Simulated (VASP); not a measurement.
# Ti (Fm-3m) in VASP: a series of runs, part 2 of 2

VASP 6.6.1. The steps go on from the part before.

### Step 3. Single point, BLYP+D3(BJ)

This run uses another cell than the first one, of 16.06 Å³/atom, 1.021 times its volume.

Contents of INCAR:

```
PREC = Accurate
ENCUT = 520
EDIFF = 1E-6
ISMEAR = 0
SIGMA = 0.025
LREAL = False
LASPH = True
NELM = 80
ALGO = Fast
ISIF = 2
LWAVE = False
LCHARG = False
GGA = B5
ALDAX = 1.0
AGGAX = 1.0
AGGAC = 1.0
ALDAC = 0.0
IVDW = 12
VDW_S6 = 1.0
VDW_S8 = 2.6996
VDW_A1 = 0.4298
VDW_A2 = 4.2359
NBANDS = 12
```

Contents of KPOINTS:

```
Automatic mesh
0
Gamma
  11 11 11
```

Contents of POSCAR:

```
Ti
1.0
    0.0000000000      2.0025642044      2.0025642044
    2.0025642044      0.0000000000      2.0025642044
    2.0025642044      2.0025642044      0.0000000000
Ti
1
Direct
    0.0000000000      0.0000000000      0.0000000000
```

Potentials or basis: VASP PAW PBE potentials, release 64 (Ti_sv).

On the command line:

```sh
cat potpaw_PBE.64/Ti_sv/POTCAR > POTCAR
mpirun -np 1 vasp_std > vasp.out
```

OUTCAR:

```text
PREC = Accurate
   ENCUT = 520
   EDIFF = 1E-6
   ISMEAR = 0
   LREAL = False
   LASPH = True
   NELM = 80
   ISIF = 2
   GGA = B5
   IVDW = 12
 IVDW          = 12

 ion  position               nearest neighbor table
   1  0.000  0.000  0.000-

  LATTYP: Found a face centered cubic cell.
 ALAT       =     4.0051284088

  Lattice vectors:

 A1 = (   0.0000000000,   2.0025642044,   2.0025642044)
 A2 = (   2.0025642044,   0.0000000000,   2.0025642044)
 A3 = (   2.0025642044,   2.0025642044,   0.0000000000)

Analysis of symmetry for initial positions (statically):
=====================================================================
 Subroutine PRICEL returns:
 Original cell was already a primitive cell.

 Routine SETGRP: Setting up the symmetry group for a
 face centered cubic supercell.

 Subroutine GETGRP returns: Found 48 space group operations
 (whereof 48 operations were pure point group operations)
 out of a pool of 48 trial point group operations.

The static configuration has the point symmetry O_h .

Analysis of symmetry for dynamics (positions and initial velocities):
=====================================================================
 Subroutine PRICEL returns:
 Original cell was already a primitive cell.

 Routine SETGRP: Setting up the symmetry group for a
 face centered cubic supercell.

 Subroutine GETGRP returns: Found 48 space group operations
 (whereof 48 operations were pure point group operations)
 out of a pool of 48 trial point group operations.

The dynamic configuration has the point symmetry O_h .

 Subroutine INISYM returns: Found 48 space group operations
 (whereof 48 operations are pure point group operations),
 and found     1 'primitive' translations

----------------------------------------------------------------------------------------

                                     Primitive cell

  volume of cell :      16.0616

  direct lattice vectors                    reciprocal lattice vectors
     0.000000000  2.002564204  2.002564204    -0.249679885  0.249679885  0.249679885
     2.002564204  0.000000000  2.002564204     0.249679885 -0.249679885  0.249679885
     2.002564204  2.002564204  0.000000000     0.249679885  0.249679885 -0.249679885

  length of vectors
     2.832053457  2.832053457  2.832053457     0.432458246  0.432458246  0.432458246

  position of ions in fractional coordinates (direct lattice)
     0.000000000  0.000000000  0.000000000

  ion indices of the primitive-cell ions
   primitive index   ion index
                 1           1

----------------------------------------------------------------------------------------

 KPOINTS: Automatic mesh

Automatic generation of k-mesh.
 Grid dimensions read from file:
 generate k-points for:   11   11   11

 Generating k-lattice:

  Cartesian coordinates                     Fractional coordinates (reciprocal lattice)
    -0.022698171  0.022698171  0.022698171     0.090909091  0.000000000  0.000000000
     0.022698171 -0.022698171  0.022698171     0.000000000  0.090909091  0.000000000
     0.022698171  0.022698171 -0.022698171     0.000000000  0.000000000  0.090909091

  Length of vectors
     0.039314386  0.039314386  0.039314386

  Shift w.r.t. Gamma in fractional coordinates (k-lattice)
     0.000000000  0.000000000  0.000000000

 Subroutine IBZKPT returns following result:
 ===========================================

 Found     56 irreducible k-points:

 Following reciprocal coordinates:
            Coordinates               Weight
  0.000000  0.000000  0.000000      1.000000
  0.090909  0.000000  0.000000      8.000000
  0.181818  0.000000  0.000000      8.000000
  0.272727  0.000000  0.000000      8.000000
  0.363636  0.000000  0.000000      8.000000
  0.454545  0.000000  0.000000      8.000000
[... 16 lines left out ...]
 -0.272727  0.181818  0.000000     24.000000
 -0.181818  0.181818  0.000000     12.000000
 [... further k-points ...]
   k-points           NKPTS =     56   k-points in BZ     NKDIM =     56   number of bands    NBANDS=     12
   number of dos      NEDOS =    301   number of ions     NIONS =      1
   total plane-waves  NPLWV =  13824
   dimension x,y,z NGX =    24 NGY =   24 NGZ =   24
   dimension x,y,z NGXF=    48 NGYF=   48 NGZF=   48
   ions per type =               1
   NGX,Y,Z   is equivalent  to a cutoff of  14.09, 14.09, 14.09 a.u.
   NGXF,Y,Z  is equivalent  to a cutoff of  28.18, 28.18, 28.18 a.u.
 SYSTEM =  unknown system
   PREC   = accura    normal or accurate (medium, high low for compatibility)
   ISTART =      0    job   : 0-new  1-cont  2-samecut
   ICHARG =      2    charge: 1-file 2-atom 10-const
   ISPIN  =      1    spin polarized calculation?
   LNONCOLLINEAR =      F non collinear calculations
   LSORBIT =      F    spin-orbit coupling
   LASPH  =      T    aspherical Exc in radial PAW
   ENCUT  =  520.0 eV  38.22 Ry    6.18 a.u.   5.27  5.27  5.27*2*pi/ulx,y,z
   NELM   =     80;   NELMIN=  2; NELMDL= -5     # of ELM steps
   EDIFF  = 0.1E-05   stopping-criterion for ELM
   LREAL  =      F    real-space projection
[... 7 lines left out ...]
   TEBEG  =    0.0;   TEEND  =   0.0 temperature during run
   PSTRESS=    0.0 pullay stress
   NELECT =      12.0000    total number of electrons
   NUPDOWN=      -1.0000    fix difference up-down
   EMIN   =  10.00;   EMAX   =-10.00  energy-range for DOS
   EFERMI =   0.00;   METHOD = LEGACY
   ISMEAR =     0;   SIGMA  =   0.03  broadening in eV -4-tet -1-fermi 0-gaus
   EFERMI_NEDOS =   21; number of points for ismear=-14 and -15
   IALGO  =     68    algorithm
   IMIX   =      4    mixing-type and parameters
     AMIX     =   0.40;   BMIX     =  1.00
     AMIX_MAG =   1.60;   BMIX_MAG =  1.00
  volume/ion in A,a.u.               =      16.06       108.39
  Fermi-wavevector in a.u.,A,eV,Ry     =   1.485498  2.807185 30.024043  2.206705
  Thomas-Fermi vector in A             =   2.598902
   LORBIT       =      0    0 simple, 1 ext, 2 COOP (PROOUT), +10 PAW based schemes
   GGA     = B5    functional components
   LHFCALC =     F    Hartree Fock is set to
   AEXX    =    0.0000 exact exchange contribution
   IVDW    =    12    specifies the selected vdW correction
   LEPSILON=     F    determine dielectric tensor
   LRPA    =     F    only Hartree local field effects (RPA)
 non-spin polarized calculation
 RMM-DIIS sequential band-by-band and
 Gauss-broadening in eV      SIGMA  =   0.03
  energy-cutoff  :      520.00
  volume of cell :       16.06
 maximum number of plane-waves:       444
 NGX is ok and might be reduce to    24
   NGX = 11   NGY = 11   NGZ = 11

 number of electron      11.9999999 magnetization

 Free energy of the ion-electron system (eV)
  ---------------------------------------------------
  ext. energy  EPLUGINS =         0.00000000
  ---------------------------------------------------
  free energy    TOTEN  =        -6.66277172 eV

  energy without entropy =       -6.66271264  energy(sigma->0) =       -6.66274218

 E-fermi :   9.4730     XC(G=0): -11.3252

 val. band max:        9.4419135115   @ k =  -0.4545   0.3636   0.1818
 cond. band min:       9.5523124023   @ k =   0.2727   0.0000   0.0000
 fundamental gap:      0.1103988908
 Fermi energy:         9.4729505427

 k-point     1 :       0.0000    0.0000    0.0000
  band No.  band energies     occupation
      1     -46.8265      2.00000
      2     -22.7481      2.00000
      3     -22.7481      2.00000
      4     -22.7481      2.00000
      5       3.4841      2.00000
      6      10.3901      0.00000
      7      10.3901      0.00000
      8      10.3901      0.00000
      9      12.1951      0.00000
     10      12.1951      0.00000
     11      25.3616      0.00000
     12      30.2724      0.00000
[... 331 lines left out ...]
 k-point    24 :      -0.1818    0.1818    0.0000
  band No.  band energies     occupation
      1     -46.7134      2.00000
      2     -23.2274      2.00000
      3     -22.9445      2.00000
      4     -22.8024      2.00000
      5       6.0764      2.00000
      6       9.2748      2.00000
      7      10.3258      0.00000
      8      11.3539      0.00000
      9      11.3571      0.00000
     10      13.2603      0.00000
     11      23.9123      0.00000
     12      24.5012      0.00000

 [... further k-points ...]

------------------------ aborting loop because EDIFF is reached ----------------------------------------

 Edisp (eV)   -1.54518

 E8    (eV) :    -1.1802

  FORCE on cell =-STRESS in cart. coord.  units (eV):
  Direction    XX          YY          ZZ          XY          YZ          ZX
  --------------------------------------------------------------------------------------
  -------------------------------------------------------------------------------------
  Total      -0.43904    -0.43904    -0.43904     0.00000    -0.00000     0.00000
  in kB     -43.79471   -43.79471   -43.79471     0.00000    -0.00000     0.00000
  external pressure =      -43.79 kB  Pullay stress =        0.00 kB

 VOLUME and BASIS-vectors are now :
 -----------------------------------------------------------------------------
  energy-cutoff  :      520.00
  volume of cell :       16.06
      direct lattice vectors                 reciprocal lattice vectors
     0.000000000  2.002564204  2.002564204    -0.249679885  0.249679885  0.249679885
     2.002564204  0.000000000  2.002564204     0.249679885 -0.249679885  0.249679885
     2.002564204  2.002564204  0.000000000     0.249679885  0.249679885 -0.249679885

 POSITION                                       TOTAL-FORCE (eV/Angst)
 -----------------------------------------------------------------------------------
      0.00000      0.00000      0.00000         0.000000     -0.000000      0.000000
 -----------------------------------------------------------------------------------
    total drift:                               -0.000000      0.000000      0.000000

  FREE ENERGIE OF THE ION-ELECTRON SYSTEM (eV)
  ---------------------------------------------------
  free  energy   TOTEN  =        -8.2079564520 eV

  energy  without entropy=       -8.2078973745  energy(sigma->0) =       -8.20792691
```

OSZICAR:

```text
N       E                     dE             d eps       ncg     rms          rms(c)
DAV:   1     0.887790572742E+02    0.88779E+02   -0.67437E+03  1344   0.123E+03
DAV:   2    -0.300137907157E+01   -0.91780E+02   -0.89261E+02  1368   0.302E+02
DAV:   3    -0.727534280811E+01   -0.42740E+01   -0.42171E+01  1860   0.654E+01
[... 11 lines left out ...]
RMM:  15    -0.666276157979E+01   -0.12431E-04   -0.10998E-04  1715   0.600E-02    0.952E-03
RMM:  16    -0.666276691023E+01   -0.53304E-05   -0.57264E-05  1618   0.404E-02    0.102E-03
RMM:  17    -0.666276963688E+01   -0.27267E-05   -0.24624E-05  1458   0.260E-02    0.446E-03
RMM:  18    -0.666277092813E+01   -0.12913E-05   -0.15059E-05  1377   0.188E-02    0.274E-03
RMM:  19    -0.666277172159E+01   -0.79346E-06   -0.69267E-06  1105   0.124E-02
   1 F= -.82079565E+01 E0= -.82079269E+01  d E =-.590775E-04
```

It took 42 s on 1 thread of Intel Xeon Platinum 8375C at 2.90GHz (Ice Lake), shared host; peak memory 0.15 GiB.

What came out:

```
Free energy                : -8.2080 eV
Pressure                   : -4.4 GPa
Band gap on the k mesh     : zero (band 6 reaches 10.39 eV, above the bottom of band 7 at 9.24 eV)
Dispersion energy per atom : -1.545 eV
```

Levels at points of the mesh, in eV from the Fermi level:
```tsv
k point	band 3	band 4	band 5	band 6	band 7	band 8	band 9	band 10
(0.00, 0.00, 0.00)	-32.22	-32.22	-5.99	0.92	0.92	0.92	2.72	2.72
```

Caveat: three body term missing; the PAW data sets were made with another functional, which shifts forces and pressure a little; pairwise dispersion overbinds metals, which lowers pressure and volume.

### Step 4. Single point, BLYP+D3(BJ)

This run uses another cell than the first one, of 16.40 Å³/atom, 1.043 times its volume.

Contents of INCAR:

```
SYSTEM = Ti
AGGAC = 1.0 ; AGGAX = 1.0
ALDAC = 0.0 ; ALDAX = 1.0
ALGO = Normal ; EDIFF = 1E-6
ENCUT = 520 ; GGA = B5
ISIF = 2 ; ISMEAR = 0
IVDW = 12 ; LASPH = .True.
LCHARG = .False. ; LREAL = .False.
LWAVE = .False. ; NBANDS = 12
NELM = 100 ; PREC = Accurate
SIGMA = 0.025 ; VDW_A1 = 0.4298
VDW_A2 = 4.2359 ; VDW_S6 = 1.0
VDW_S8 = 2.6996
```

Contents of KPOINTS:

```
k-points
0
Gamma
  11 11 11
  0 0 0
```

Contents of POSCAR:

```
Ti
1.0
    0.0000000000      2.0163754284      2.0163754284
    2.0163754284      0.0000000000      2.0163754284
    2.0163754284      2.0163754284      0.0000000000
Ti
1
Direct
    0.0000000000      0.0000000000      0.0000000000
```

On the command line:

```sh
cat potpaw_PBE.64/Ti_sv/POTCAR > POTCAR
mpirun -np 1 vasp_std > vasp.out
```

Run time: 26 s. Hardware: 1 thread of Intel Xeon Platinum 8375C at 2.90GHz (Ice Lake), shared host; peak memory 0.15 GiB.

Results (log left out):

```yaml
Free_energy: -8.1969 eV
Pressure: -6.5 GPa
Band_gap_on_the_k_mesh: zero (band 6 reaches 10.15 eV, above the bottom of band 7 at 9.01 eV)
Dispersion_energy_per_atom: -1.512 eV
```

Levels at points of the mesh, in eV from the Fermi level:
| k point | band 3 | band 4 | band 5 | band 6 | band 7 | band 8 | band 9 | band 10 |
| --- | --- | --- | --- | --- | --- | --- | --- | --- |
| (0.00, 0.00, 0.00) | -32.28 | -32.28 | -5.95 | 0.91 | 0.91 | 0.91 | 2.66 | 2.66 |

Caveat: three body term missing; the PAW data sets were made with another functional, which shifts forces and pressure a little; pairwise dispersion overbinds metals, which lowers pressure and volume.

### Step 5. Summary

```csv
cell,gap on the mesh (eV),pressure (GPa)
"a = 2.812 Å, angles 60.0°, 1 atom",none,-1.8
"a = 2.832 Å, angles 60.0°, 1 atom",none,-4.4
"a = 2.852 Å, angles 60.0°, 1 atom",none,-6.5
```

Alike in all rows: task single point; level BLYP+D3(BJ); potentials or basis VASP PAW PBE potentials, release 64 (Ti_sv); no spin polarisation; k mesh 11 × 11 × 11; cutoff (eV) 520; smearing gaussian 0.025 eV.

Caveats: three body term missing; the PAW data sets were made with another functional, which shifts forces and pressure a little; pairwise dispersion overbinds metals, which lowers pressure and volume.

Total energies depend on the potentials used, so only differences within one code and one set of settings carry meaning.
